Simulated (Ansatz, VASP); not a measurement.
BO: VASP beside Ansatz

```xyz
8
Lattice="4.5313 0.0000 0.0000 0.0000 4.5313 0.0000 0.0000 0.0000 4.5313" Properties=species:S:1:pos:R:3 pbc="T T T"
B    -0.1815   -0.1815   -0.1815
B     2.4472    4.7128    2.0841
B     2.0841    2.4472    4.7128
B     4.7128    2.0841    2.4472
O     3.6039    3.6039    3.6039
O     3.1930    0.9274    1.3383
O     1.3383    3.1930    0.9274
O     0.9274    1.3383    3.1930
```

Alike in both runs: functional PBE; k mesh 6 × 6 × 6; occupations gaussian, width 0.1 eV; no spin polarisation.

Ansatz relaxed the structure, and its values are those at the end. VASP's run is a single point on that final structure, the one shown.

```csv
,VASP,Ansatz
version,VASP 6.6.1,Ansatz 0.2.0
potentials or method,"VASP PAW PBE potentials, release 64 (B, O), cutoff 520 eV","scalar-relativistic, plane waves, PAW"
valence electrons in the cell,36,36
```

|  | VASP | Ansatz | Ansatz less VASP |
| --- | --- | --- | --- |
| gap on the k mesh at the Fermi level (eV) | none | none | - |
| pressure (GPa) | 0.4 | 0.3 | -0.14 |
| rms of the force components (eV/Å) | 0.060 | 0.004 | -0.0560 |

A gap of «none» marks a metal or a gap that the smearing closes.
